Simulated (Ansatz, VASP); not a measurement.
Hf: VASP beside Ansatz

The input INCAR:

```
SYSTEM = Hf
ALGO = Normal
EDIFF = 1E-7
ENCUT = 520
GGA = PS
ISIF = 2
ISMEAR = -1
LASPH = .TRUE.
LCHARG = .TRUE.
LELF = .TRUE.
LREAL = .FALSE.
LVHAR = .TRUE.
LWAVE = .FALSE.
NBANDS = 17
NELM = 100
PREC = Accurate
SIGMA = 0.08
```

KPOINTS

```
k-points
0
G
  12 12 7
  0 0 0
```

File POSCAR:

```
Hf
1.0
    1.5792252233     -2.7352983234      0.0000000000
    1.5792252233      2.7352983234      0.0000000000
    0.0000000000      0.0000000000      5.0018008121
Hf
2
Direct
    0.6666666670      0.3333333330      0.2500000000
    0.3333333330      0.6666666670      0.7500000000
```

Input for Ansatz:

```yaml
crystal:
  lattice:
    - [1.5792252233, -2.7352983234, 0.0]
    - [1.5792252233, 2.7352983234, 0.0]
    - [0.0, 0.0, 5.0018008121]
  atoms:
    - { symbol: Hf, position: [0.666666667, 0.333333333, 0.25] }
    - { symbol: Hf, position: [0.333333333, 0.666666667, 0.75] }
kpoints:
  mp_grid: { grid: [12, 12, 7] }
scf:
  occupations: { method: fermi_dirac, width: 0.08 }
hamiltonian:
  xc: pbesol
  pseudopotentials: { kind: paw }
output:
  forces: true
  stress: true
  eigenvalues: true
```

Alike in both runs: task single point; functional PBEsol; k mesh 12 × 12 × 7; occupations fermi-dirac, width 0.08 eV; no spin polarisation.

|  | VASP | Ansatz |
| --- | --- | --- |
| version | VASP 6.6.1 | Ansatz 0.2.0 |
| potentials or method | VASP PAW PBE potentials, release 64 (Hf_pv) | PAW with Ansatz's default frozen-core files, scalar-relativistic |
| plane-wave cutoff (eV) | 520 | 420 |
| valence electrons in the cell | 20 | 52 |

```tsv
	VASP	Ansatz	Ansatz less VASP
pressure (GPa)	-0.3	0.1	+0.38
traceless stress, the component that is largest in VASP (GPa)	-0.06	0.01	+0.070
```

VASP's potentials were made for PBE, not for PBEsol. VASP's potentials hold 20 valence electrons a cell and Ansatz's 52, so a difference there can come from the potentials and not from the codes.

Neither program's run includes spin-orbit coupling.
